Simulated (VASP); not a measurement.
# Mo (Pm-3m) in VASP: a series of runs, part 2 of 2

VASP 6.6.1.

### 4 Single point, revPBE (volume scaled by 1.04)

File INCAR:

```
PREC = Accurate
ENCUT = 520
EDIFF = 1E-6
ISMEAR = -1
SIGMA = 0.1
LREAL = False
LASPH = True
NELM = 100
ALGO = Normal
ISIF = 2
LWAVE = False
LCHARG = False
GGA = RE
NBANDS = 13
```

File KPOINTS:

```
regular mesh
0
Gamma
  14 14 14
```

File POSCAR:

```
Mo
1.0
    2.6481273256      0.0000000000      0.0000000000
    0.0000000000      2.6481273256      0.0000000000
    0.0000000000      0.0000000000      2.6481273256
Mo
1
Direct
    0.0000000000      0.0000000000      0.0000000000
```

Run with:

```sh
$ cat potpaw_PBE.64/Mo_sv/POTCAR > POTCAR
$ mpirun -np 1 vasp_std > vasp.out
```

It took 14 s on 1 thread of Intel Xeon Platinum 8259CL at 2.50GHz (Skylake/Cascade Lake), shared host; peak memory 0.14 GiB.

The run converged. Its results:

```yaml
Free_energy: -9.3427 eV
Pressure: -7.0 GPa
Band_gap_on_the_k_mesh: zero (band 7 reaches 11.41 eV, above the bottom of band 8 at 9.22 eV)
```

Levels at points of the mesh, in eV from the Fermi level:
| k point | band 3 | band 4 | band 5 | band 6 | band 7 | band 8 | band 9 | band 10 | band 11 | band 12 |
| --- | --- | --- | --- | --- | --- | --- | --- | --- | --- | --- |
| (0.00, 0.00, 0.00) | -34.49 | -34.49 | -6.28 | -3.89 | -3.89 | 3.54 | 3.54 | 3.54 | 15.03 | 15.03 |
| (0.50, 0.00, 0.00) | -34.38 | -34.38 | -3.37 | -3.07 | 0.05 | 0.61 | 0.61 | 3.83 | 8.48 | 14.17 |
| (0.50, 0.50, 0.00) | -35.57 | -34.27 | -4.90 | -2.16 | 1.21 | 1.21 | 5.47 | 5.47 | 5.57 | 13.59 |
| (0.50, 0.50, 0.50) | -35.41 | -35.41 | -3.43 | -3.43 | -3.43 | 5.77 | 5.77 | 7.81 | 12.05 | 12.05 |

Caveat: the cell differs from its parent crystal (volume scaled by 1.04); the PAW data sets were made with another functional, which shifts forces and pressure a little.

### 5 Single point, revPBE (volume scaled by 1.08)

File INCAR:

```
PREC     = Accurate       # precision mode
ENCUT    = 520            # plane-wave cutoff, eV
EDIFF    = 1E-7           # SCF threshold, eV
ISMEAR   = -1             # smearing method
SIGMA    = 0.1            # smearing width, eV
LREAL    = False          # projectors in reciprocal space
LASPH    = True           # aspherical terms in the spheres
NELM     = 80             # most SCF steps
ALGO     = Normal         # electronic algorithm
ISIF     = 2              # what is computed and relaxed
LWAVE    = False          # write WAVECAR
LCHARG   = False          # write CHGCAR
GGA      = RE             # functional
NBANDS   = 13             # bands
```

File KPOINTS:

```
Automatic mesh
0
Gamma
  14 14 14
```

File POSCAR:

```
Mo
1.0
    2.6816514835      0.0000000000      0.0000000000
    0.0000000000      2.6816514835      0.0000000000
    0.0000000000      0.0000000000      2.6816514835
Mo
1
Direct
    0.0000000000      0.0000000000      0.0000000000
```

Potentials or basis: VASP PAW PBE potentials, release 64 (Mo_sv).

Run with:

```sh
$ cat potpaw_PBE.64/Mo_sv/POTCAR > POTCAR
$ mpirun -np 1 vasp_std > vasp.out
```

OUTCAR:

```text
PREC = Accurate
   ENCUT = 520
   EDIFF = 1E-7
   ISMEAR = -1
   LREAL = False
   LASPH = True
   NELM = 80
   ISIF = 2
   GGA = RE

 ion  position               nearest neighbor table
   1  0.000  0.000  0.000-

  LATTYP: Found a simple cubic cell.
 ALAT       =     2.6816514835

  Lattice vectors:

 A1 = (   2.6816514835,   0.0000000000,   0.0000000000)
 A2 = (   0.0000000000,   2.6816514835,   0.0000000000)
[... 552 lines left out ...]
      2     -25.9485      2.00000
      3     -25.4373      2.00000
      4     -24.9670      2.00000
      5       6.1515      2.00000
      6       7.0014      2.00000
      7       8.5499      1.99979
      8      10.6737      0.00001
      9      11.1597      0.00000
     10      11.9225      0.00000
     11      18.6826      0.00000
     12      23.6671      0.00000
     13      26.0289      0.00000

 [... further k-points ...]
[... 5 lines left out ...]
  --------------------------------------------------------------------------------------
  -------------------------------------------------------------------------------------
  Total       -1.4792014     -1.4792014     -1.4792014      0.0000000      0.0000000     -0.0000000
  in kB     -122.8940593   -122.8940593   -122.8940593      0.0000000      0.0000000     -0.0000000
  external PRESSURE =    -122.8940593 kB  Pullay stress =       0.0000000 kB

 VOLUME and BASIS-vectors are now :
 -----------------------------------------------------------------------------
  energy-cutoff  :      520.00
  volume of cell :       19.28
      direct lattice vectors                 reciprocal lattice vectors
     2.681651484  0.000000000  0.000000000     0.372904535  0.000000000  0.000000000
     0.000000000  2.681651484  0.000000000     0.000000000  0.372904535  0.000000000
     0.000000000  0.000000000  2.681651484     0.000000000  0.000000000  0.372904535

 POSITION                                       TOTAL-FORCE (eV/Angst)
 -----------------------------------------------------------------------------------
      0.00000      0.00000      0.00000         0.000000      0.000000      0.000000
 -----------------------------------------------------------------------------------
    total drift:                                0.000000      0.000000      0.000000

  FREE ENERGIE OF THE ION-ELECTRON SYSTEM (eV)
  ---------------------------------------------------
  free  energy   TOTEN  =        -9.2994989530 eV

  energy  without entropy=       -9.2561493878  energy(sigma->0) =       -9.27782417
```

OSZICAR:

```text
N       E                     dE             d eps       ncg     rms          rms(c)
DAV:   1     0.937287252475E+02    0.93729E+02   -0.79584E+03  3144   0.108E+03
DAV:   2    -0.850659888505E+01   -0.10224E+03   -0.98406E+02  3610   0.301E+02
DAV:   3    -0.974112334004E+01   -0.12345E+01   -0.12250E+01  3585   0.331E+01
DAV:   4    -0.974455946678E+01   -0.34361E-02   -0.34359E-02  3435   0.211E+00
DAV:   5    -0.974458521948E+01   -0.25753E-04   -0.25754E-04  3640   0.166E-01    0.936E+00
DAV:   6    -0.933420882971E+01    0.41038E+00   -0.62090E-01  3160   0.892E+00    0.261E+00
DAV:   7    -0.929985738310E+01    0.34351E-01   -0.84353E-02  3450   0.311E+00    0.800E-01
DAV:   8    -0.929942192252E+01    0.43546E-03   -0.38927E-03  3225   0.765E-01    0.780E-02
DAV:   9    -0.929949313034E+01   -0.71208E-04   -0.72424E-05  3720   0.107E-01    0.418E-02
DAV:  10    -0.929949877215E+01   -0.56418E-05   -0.19380E-05  3310   0.500E-02    0.266E-03
DAV:  11    -0.929949908462E+01   -0.31247E-06   -0.18792E-07  3327   0.513E-03    0.138E-03
DAV:  12    -0.929949893637E+01    0.14825E-06   -0.28273E-08  1730   0.205E-03    0.118E-04
DAV:  13    -0.929949895296E+01   -0.16597E-07   -0.17105E-09  1620   0.550E-04
   1 F= -.92994990E+01 E0= -.92778242E+01  d E =-.433496E-01
```

Run time: 16 s. Hardware: 1 thread of Intel Xeon Platinum 8259CL at 2.50GHz (Skylake/Cascade Lake), shared host; peak memory 0.14 GiB.

What came out:

```
Free energy            : -9.2995 eV
Pressure               : -12.3 GPa
Band gap on the k mesh : zero (band 7 reaches 10.83 eV, above the bottom of band 8 at 8.72 eV)
```

Caveat: the cell differs from its parent crystal (volume scaled by 1.08); the PAW data sets were made with another functional, which shifts forces and pressure a little.

### 6 Relaxation of cell and atoms, revPBE

This run uses another cell than the first one, of 16.83 Å³/atom, 0.982 times its volume.

File INCAR:

```
SYSTEM = Mo
ALGO     = Normal         ! electronic algorithm
EDIFF    = 1E-7           ! SCF threshold, eV
EDIFFG   = -0.01          ! ionic threshold
ENCUT    = 600            ! plane-wave cutoff, eV
GGA      = RE             ! functional
IBRION   = 2              ! ionic algorithm
ISIF     = 3              ! what is computed and relaxed
ISMEAR   = -1             ! smearing method
LASPH    = .True.         ! aspherical terms in the spheres
LCHARG   = .False.        ! write CHGCAR
LREAL    = .False.        ! projectors in reciprocal space
LWAVE    = .False.        ! write WAVECAR
NELM     = 60             ! most SCF steps
NSW      = 80             ! ionic steps
PREC     = Accurate       ! precision mode
SIGMA    = 0.1            ! smearing width, eV
```

File KPOINTS:

```
k-points
0
Gamma
  12 12 12
  0 0 0
```

File POSCAR:

```
Mo
1.0
    2.5629259694      0.0000000000      0.0000000000
    0.0000000000      2.5629259694      0.0000000000
    0.0000000000      0.0000000000      2.5629259694
Mo
1
Direct
    0.0000000000      0.0000000000      0.0000000000
```

Potentials or basis: VASP PAW PBE potentials, release 64 (Mo_sv).

Run with:

```sh
$ cat potpaw_PBE.64/Mo_sv/POTCAR > POTCAR
$ mpirun -np 1 vasp_std > vasp.out
```

OUTCAR:

```text
SYSTEM = Mo
   EDIFF = 1E-7
   EDIFFG = -0.01
   ENCUT = 600
   GGA = RE
   IBRION = 2
   ISIF = 3
   ISMEAR = -1
   LASPH = .True.
   LREAL = .False.
   NELM = 60
   NSW = 80
   PREC = Accurate

 ion  position               nearest neighbor table
   1  0.000  0.000  0.000-

  LATTYP: Found a simple cubic cell.
 ALAT       =     2.5629259694

  Lattice vectors:

 A1 = (   2.5629259694,   0.0000000000,   0.0000000000)
 A2 = (   0.0000000000,   2.5629259694,   0.0000000000)
 A3 = (   0.0000000000,   0.0000000000,   2.5629259694)

Analysis of symmetry for initial positions (statically):
=====================================================================
 Subroutine PRICEL returns:
 Original cell was already a primitive cell.

 Routine SETGRP: Setting up the symmetry group for a
 simple cubic supercell.

 Subroutine GETGRP returns: Found 48 space group operations
 (whereof 48 operations were pure point group operations)
 out of a pool of 48 trial point group operations.

The static configuration has the point symmetry O_h .

Analysis of symmetry for dynamics (positions and initial velocities):
=====================================================================
 Subroutine PRICEL returns:
 Original cell was already a primitive cell.

 Routine SETGRP: Setting up the symmetry group for a
 simple cubic supercell.

 Subroutine GETGRP returns: Found 48 space group operations
 (whereof 48 operations were pure point group operations)
 out of a pool of 48 trial point group operations.

The dynamic configuration has the point symmetry O_h .

 Subroutine INISYM returns: Found 48 space group operations
 (whereof 48 operations are pure point group operations),
 and found     1 'primitive' translations

----------------------------------------------------------------------------------------

                                     Primitive cell

  volume of cell :      16.8348

  direct lattice vectors                    reciprocal lattice vectors
     2.562925969  0.000000000  0.000000000     0.390179042  0.000000000  0.000000000
     0.000000000  2.562925969  0.000000000     0.000000000  0.390179042  0.000000000
     0.000000000  0.000000000  2.562925969     0.000000000  0.000000000  0.390179042
[... 117 lines left out ...]
 maximum number of plane-waves:       587
   NGX = 11   NGY = 11   NGZ = 11

--------------------------------------- Ionic step        1  -------------------------------------------

 number of electron      13.9999995 magnetization

 Free energy of the ion-electron system (eV)
  ---------------------------------------------------
  ext. energy  EPLUGINS =         0.00000000
  ---------------------------------------------------
  free energy    TOTEN  =        -9.32266060 eV

  energy without entropy =       -9.28815583  energy(sigma->0) =       -9.30540822

------------------------ aborting loop because EDIFF is reached ----------------------------------------

  FORCE on cell =-STRESS in cart. coord.  units (eV):
  Direction    XX          YY          ZZ          XY          YZ          ZX
  --------------------------------------------------------------------------------------
  -------------------------------------------------------------------------------------
  Total        1.3330781      1.3330781      1.3330781      0.0000000      0.0000000      0.0000000
  in kB      126.8697190    126.8697190    126.8697190      0.0000000      0.0000000      0.0000000
  external PRESSURE =     126.8697190 kB  Pullay stress =       0.0000000 kB
[... 22 lines left out ...]
--------------------------------------- Ionic step        2  -------------------------------------------

 number of electron      13.9999995 magnetization

 E-fermi :   8.7372     XC(G=0): -11.7830

 val. band max:        8.6131345381   @ k =   0.3333   0.3333   0.1667
 cond. band min:       8.7598512465   @ k =   0.5000   0.2500   0.2500
 fundamental gap:      0.1467167085
 Fermi energy:         8.7371649450

 k-point     1 :       0.0000    0.0000    0.0000
  band No.  band energies     occupation
      1     -52.3212      2.00000
      2     -25.8562      2.00000
      3     -25.8562      2.00000
      4     -25.8562      2.00000
      5       2.8349      2.00000
      6       5.3204      2.00000
      7       5.3204      2.00000
      8      11.8998      0.00000
      9      11.8998      0.00000
     10      11.8998      0.00000
     11      23.1194      0.00000
[... 391 lines left out ...]
--------------------------------------- Ionic step        4  -------------------------------------------

 number of electron      13.9999999 magnetization

 Free energy of the ion-electron system (eV)
  ---------------------------------------------------
  ext. energy  EPLUGINS =         0.00000000
  ---------------------------------------------------
  free energy    TOTEN  =        -9.36224935 eV

  energy without entropy =       -9.32946105  energy(sigma->0) =       -9.34585520

 E-fermi :  10.4271     XC(G=0): -12.4506

 val. band max:       10.4115230054   @ k =   0.3333   0.3333   0.1667
 cond. band min:      10.4550551019   @ k =   0.4167   0.3333   0.1667
 fundamental gap:      0.0435320964
 Fermi energy:        10.4271137828

 k-point     1 :       0.0000    0.0000    0.0000
  band No.  band energies     occupation
      1     -50.6278      2.00000
      2     -23.9420      2.00000
      3     -23.9420      2.00000
      4     -23.9420      2.00000
      5       4.0867      2.00000
      6       6.4153      2.00000
      7       6.4153      2.00000
      8      14.2158      0.00000
      9      14.2158      0.00000
     10      14.2158      0.00000
     11      25.8427      0.00000
[... 350 lines left out ...]
  FREE ENERGIE OF THE ION-ELECTRON SYSTEM (eV)
  ---------------------------------------------------
  free  energy   TOTEN  =        -9.3622493515 eV

  energy  without entropy=       -9.3294610546  energy(sigma->0) =       -9.34585520

 reached required accuracy - stopping structural energy minimisation
```

OSZICAR:

```text
N       E                     dE             d eps       ncg     rms          rms(c)
DAV:   1     0.104311630399E+03    0.10431E+03   -0.88256E+03  1859   0.143E+03
DAV:   2    -0.809424744968E+01   -0.11241E+03   -0.10848E+03  2052   0.364E+02
DAV:   3    -0.968749448309E+01   -0.15932E+01   -0.15633E+01  2042   0.428E+01
[... 35 lines left out ...]
DAV:   3    -0.936223592088E+01    0.48435E-04   -0.22876E-04  1884   0.184E-01    0.434E-02
DAV:   4    -0.936224906423E+01   -0.13143E-04   -0.71405E-06  1889   0.271E-02    0.233E-03
DAV:   5    -0.936224946836E+01   -0.40413E-06   -0.32427E-07  1896   0.696E-03    0.567E-04
DAV:   6    -0.936224933458E+01    0.13378E-06   -0.68973E-09   933   0.128E-03    0.955E-05
DAV:   7    -0.936224935146E+01   -0.16886E-07   -0.56046E-10   930   0.320E-04
   4 F= -.93622494E+01 E0= -.93458552E+01  d E =-.395887E-01
```

It took 30 s on 1 thread of Intel Xeon Platinum 8259CL at 2.50GHz (Skylake/Cascade Lake), shared host; peak memory 0.14 GiB.

Results:

```yaml
Free_energy: -9.3622 eV
Relaxed_volume: 17.89 Å³/atom
Relaxed_cell: a = 2.615 Å, b = 2.615 Å, c = 2.615 Å, α = 90.00°, β = 90.00°, γ = 90.00°
Space_group_after_relaxing_to_0.05_Å: Pm-3m (No. 221)
Energy_gained_by_relaxing: 39.6 meV/atom
Ionic_steps: 4
Pressure_after_relaxing: 0.0 GPa
Band_gap_on_the_k_mesh: zero (band 7 reaches 11.82 eV, above the bottom of band 8 at 9.72 eV)
```

Step by step:
| step | energy change (eV) | largest force (eV/Å) | pressure (GPa) | volume (Å³) |
| --- | --- | --- | --- | --- |
| 1 | 0.0000 | 0.0000 | 12.69 | 16.83 |
| 2 | 0.1103 | 0.0000 | -17.82 | 20.30 |
| 3 | -0.0395 | 0.0000 | -0.46 | 17.93 |
| 4 | -0.0396 | 0.0000 | -0.03 | 17.89 |

Final structure:
```yaml
crystal:
  lattice:
    - [2.61544, 0.00000, 0.00000]
    - [0.00000, 2.61544, 0.00000]
    - [0.00000, 0.00000, 2.61544]
  atoms:
    - { symbol: Mo, position: [0.00000, 0.00000, 0.00000] }
```

Levels at points of the mesh, in eV from the Fermi level:
| k point | band 4 | band 5 | band 6 | band 7 | band 8 | band 9 | band 10 | band 11 |
| --- | --- | --- | --- | --- | --- | --- | --- | --- |
| (0.00, 0.00, 0.00) | -34.37 | -6.34 | -4.01 | -4.01 | 3.79 | 3.79 | 3.79 | 15.42 |
| (0.50, 0.00, 0.00) | -34.24 | -3.37 | -3.15 | 0.14 | 0.69 | 0.69 | 4.10 | 8.97 |
| (0.50, 0.50, 0.00) | -34.12 | -5.10 | -2.16 | 1.32 | 1.32 | 5.74 | 5.74 | 5.94 |
| (0.50, 0.50, 0.50) | -35.39 | -3.56 | -3.56 | -3.56 | 6.15 | 6.15 | 7.81 | 12.61 |

Caveat: the PAW data sets were made with another functional, which shifts forces and pressure a little.

### 7 Overview

```csv
task,cell,k mesh,cutoff (eV),gap on the mesh (eV),pressure (GPa)
single point,"a = 2.578 Å, 1 atom",14 × 14 × 14,520,none,7.5
single point,"a = 2.614 Å, 1 atom",14 × 14 × 14,520,none,-0.5
single point,"a = 2.648 Å, 1 atom",14 × 14 × 14,520,none,-7.0
single point,"a = 2.682 Å, 1 atom",14 × 14 × 14,520,none,-12.3
relaxation of cell and atoms,"relaxed from a = 2.563 Å, 1 atom",12 × 12 × 12,600,none,0.0
```

Alike in all rows: level revPBE; potentials or basis VASP PAW PBE potentials, release 64 (Mo_sv); no spin polarisation; smearing fermi-dirac 0.1 eV.

Caveats: the PAW data sets were made with another functional, which shifts forces and pressure a little.

Absolute energies hang on the potentials; compare differences alone.
